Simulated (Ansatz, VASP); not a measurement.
SnSe2: VASP beside Ansatz

INCAR

```
SYSTEM = SnSe2
PREC = Accurate
ENCUT = 500
EDIFF = 1E-6
ISMEAR = 0
SIGMA = 0.03
LREAL = .False.
LASPH = .True.
NELM = 120
ALGO = Normal
ISIF = 2
LWAVE = .False.
LCHARG = .False.
GGA = PE
IVDW = 12
NBANDS = 20
GGA_COMPAT = .False.
```

KPOINTS

```
Automatic mesh
0
Gamma
  12 12 6
  0 0 0
```

File POSCAR:

```
SnSe2
1.0
    3.9071168994      0.0000000000      0.0000000000
   -1.9535584497      3.3836624904      0.0000000000
    0.0000000000      0.0000000000      6.1148841671
Sn Se
1 2
Direct
    0.0000000000      0.0000000000      0.0000000000
    0.3333333333      0.6666666667      0.2651331237
    0.6666666667      0.3333333333      0.7348668763
```

Input for Ansatz:

```yaml
crystal:
  lattice:
    - [3.9071168994, 0.0, 0.0]
    - [-1.9535584497, 3.3836624904, 0.0]
    - [0.0, 0.0, 6.1148841671]
  atoms:
    - { symbol: Sn, position: [0.0, 0.0, 0.0] }
    - { symbol: Se, position: [0.3333333333, 0.6666666667, 0.2651331237] }
    - { symbol: Se, position: [0.6666666667, 0.3333333333, 0.7348668763] }
basis:
  ecutwfc: 420
kpoints:
  mp_grid: { grid: [12, 12, 6] }
hamiltonian:
  xc: pbe
  dispersion: d3bj
scf:
  occupations: { method: gaussian, width: 0.03 }
output:
  forces: true
  stress: true
  eigenvalues: true
```

Alike in both runs: task single point; functional PBE; dispersion D3(BJ); k mesh 12 × 12 × 6; occupations gaussian, width 0.03 eV; no spin polarisation.

|  | VASP | Ansatz |
| --- | --- | --- |
| version | VASP 6.6.1 | Ansatz 0.2.0 |
| potentials or method | VASP PAW PBE potentials, release 64 (Sn_d, Se), cutoff 500 eV | scalar-relativistic, plane waves, PAW |
| valence electrons in the cell | 26 | 46 |

```csv
,VASP,Ansatz,Ansatz less VASP
gap on the k mesh at the Fermi level (eV),0.30,0.30,+0.004
least direct gap on the mesh (eV),0.64,0.65,+0.010
pressure (GPa),-3.0,-3.1,-0.05
rms of the force components (eV/Å),0.168,0.173,+0.0053
```

Atom by atom the forces differ by 0.005 eV/Å (rms over components). VASP's potentials hold 26 valence electrons a cell and Ansatz's 46, so a difference there can come from the potentials and not from the codes.
